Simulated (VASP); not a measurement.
Wanted: the native input for a VASP 6.6.1 run.

| Item | Value |
| --- | --- |
| Task | single point |
| Functional | r2SCAN |
| Potentials or basis | VASP PAW PBE potentials, release 64 (B, N) |
| Cutoff | 520 eV |
| k mesh | 12 × 12 × 12 |
| Occupations | gaussian, width 0.05 eV |
| Spin | no spin polarisation |
| Dipole correction | no |
| Further INCAR settings | ALGO = Normal; EDIFF = 1e-06; NBANDS = 11 |

BN:

```
B N
1.0
     0.00000    2.08351    1.35428
     2.08351    0.00000    1.35428
     2.08351    2.08351    0.00000
B N
1 1
Direct
  0.00000 0.00000 0.00000
  0.75000 0.75000 0.75000
```

This cell differs from its parent crystal: ratio of the length along z to the lengths across it x 0.65, volume and fractional coordinates fixed.

The input as run:

POSCAR

```
BN
1.0
    0.0000000000      2.0835052870      1.3542784366
    2.0835052870      0.0000000000      1.3542784366
    2.0835052870      2.0835052870      0.0000000000
B N
1 1
Direct
    0.0000000000      0.0000000000      0.0000000000
    0.7500000000      0.7500000000      0.7500000000
```

INCAR.step1

```
  PREC = Accurate
  ENCUT = 520
  ISMEAR = 0
  SIGMA = 0.05
  LREAL = F
  LASPH = T
  NELM = 100
  NBANDS = 11
  GGA = PE
  ALGO = Normal
  EDIFF = 1E-4
  LWAVE = T
  LCHARG = F
```

INCAR.step2

```
  PREC = Accurate
  ENCUT = 520
  EDIFF = 1E-6
  ISMEAR = 0
  SIGMA = 0.05
  LREAL = F
  LASPH = T
  NELM = 100
  ALGO = Normal
  ISIF = 2
  LWAVE = F
  LCHARG = F
  METAGGA = R2SCAN
  LMIXTAU = T
  NBANDS = 11
  ISTART = 1
```

KPOINTS

```
Automatic mesh
0
Gamma
  12 12 12
```

Potentials or basis: VASP PAW PBE potentials, release 64 (B, N).

Launch:

```sh
$ cat potpaw_PBE.64/B/POTCAR potpaw_PBE.64/N/POTCAR > POTCAR
$ cp INCAR.step1 INCAR
$ mpirun -np 1 vasp_std > vasp.out
$ cp INCAR.step2 INCAR
$ mpirun -np 1 vasp_std > vasp.out
```

It gave:

| Quantity | Value |
| --- | --- |
| Pressure | -4.4 GPa |
| Band gap on the k mesh | 0.34 eV, indirect (least direct gap 5.74 eV) |

Caveat: the PAW data sets were made with another functional, which shifts forces and pressure a little.

Run time: 46 s on 1 thread of AMD EPYC 9R45 96-Core Processor (Zen 5), with other jobs on the host, peak memory 0.1 GiB.
